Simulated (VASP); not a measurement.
Wanted: the native input for a VASP 6.6.1 run.

```yaml
Task: relaxation of cell and atoms
Functional: PBE
Potentials_or_basis: VASP PAW PBE potentials, release 64 (Si, Ge_d)
Cutoff: 600 eV
k_mesh: 6 × 6 × 4
Occupations: gaussian, width 0.1 eV
Spin: no spin polarisation
Dipole_correction: no
Further_INCAR_settings: ALGO = Normal; EDIFF = 1e-06; IBRION = 2; EDIFFG = -0.04; NSW = 90; ISIF = 3
```

The structure of Si5Ge lies in POSCAR:

```
Si5Ge
1.0
    5.0341869100      0.0000000000      0.0000000000
   -2.5170934600      4.3597337500      0.0000000000
    0.0000000000      0.0000000000      4.1597583800
Si Ge
5 1
Direct
    0.3333333300      0.6666666700      0.0000000000
    0.6666666700      0.3333333300      0.0000000000
    0.5000000000      0.0000000000      0.5000000000
    0.5000000000      0.5000000000      0.5000000000
    0.0000000000      0.5000000000      0.5000000000
    0.0000000000      0.0000000000      0.0000000000
```

The cell was built from a structure type or drawn by symmetry, and may not be a known phase.

These files were run (other wordings do the same):

INCAR

```
PREC = Accurate
ENCUT = 600
EDIFF = 1E-6
ISMEAR = 0
SIGMA = 0.1
LREAL = False
LASPH = True
NELM = 60
ALGO = Normal
ISIF = 3
LWAVE = False
LCHARG = False
GGA = PE
IBRION = 2
NSW = 90
EDIFFG = -0.04
```

KPOINTS

```
Automatic mesh
0
Gamma
  6 6 4
```

Potentials or basis: VASP PAW PBE potentials, release 64 (Si, Ge_d).

Command:

```bash
$ cat potpaw_PBE.64/Si/POTCAR potpaw_PBE.64/Ge_d/POTCAR > POTCAR
$ mpirun -np 1 vasp_std > vasp.out
```

It gave:

* Relaxed volume: 16.44 Å³/atom
* Relaxed cell: a = 4.955 Å, b = 4.955 Å, c = 4.638 Å, α = 90.00°, β = 90.00°, γ = 120.00°
* Space group after relaxing (to 0.1 Å): P6/mmm (No. 191)
* Energy gained by relaxing: 69.4 meV/atom
* Ionic steps: 9
* Pressure after relaxing: 0.1 GPa
* Band gap on the k mesh: zero (bands 17 and 18 overlap by 4.21 eV)

Caveat: the k points lie up to 0.34 Å⁻¹ apart in the final cell, too coarse for converged energies and pressures of a metal.

Wall time 4.1 min on 1 thread of Intel(R) Xeon(R) 6975P-C (Granite Rapids) (shared host), peak memory 0.25 GiB.
